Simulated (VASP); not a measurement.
Runs of VASP 6.6.1 on Rh. The structure is that of space group P6_3/mmc (No. 194), or close to it. The cells are those of the table. 

```tsv
cell	gap on the mesh (eV)	pressure (GPa)
a = 2.785, b = 2.785, c = 4.515 Å, angles 90.0, 90.0, 120.0°, 2 atoms	none	-24.6
a = 2.703, b = 2.703, c = 4.384 Å, angles 90.0, 90.0, 120.0°, 2 atoms	none	-6.6
a = 2.758, b = 2.758, c = 4.472 Å, angles 90.0, 90.0, 120.0°, 2 atoms	none	-19.8
a = 2.731, b = 2.731, c = 4.428 Å, angles 90.0, 90.0, 120.0°, 2 atoms	none	(b)
a = 2.675, b = 2.675, c = 4.338 Å, angles 90.0, 90.0, 120.0°, 2 atoms	none	(a)
```

Alike in all rows: task single point; level PBEsol; potentials or basis VASP PAW PBE potentials, release 64 (Rh_pv); no spin polarisation; k mesh 12 × 12 × 7; cutoff (eV) 520; smearing fermi-dirac 0.05 eV.

Problem. Estimate the missing entries.

Solution. (a) 2.3; (b) -13.8.

Caveats: the PAW data sets were made with another functional, which shifts forces and pressure a little.

A k mesh can miss the band edges, and the runs leave out spin-orbit coupling on Rh.

A gap of «none» marks levels without a gap at the run's occupations.
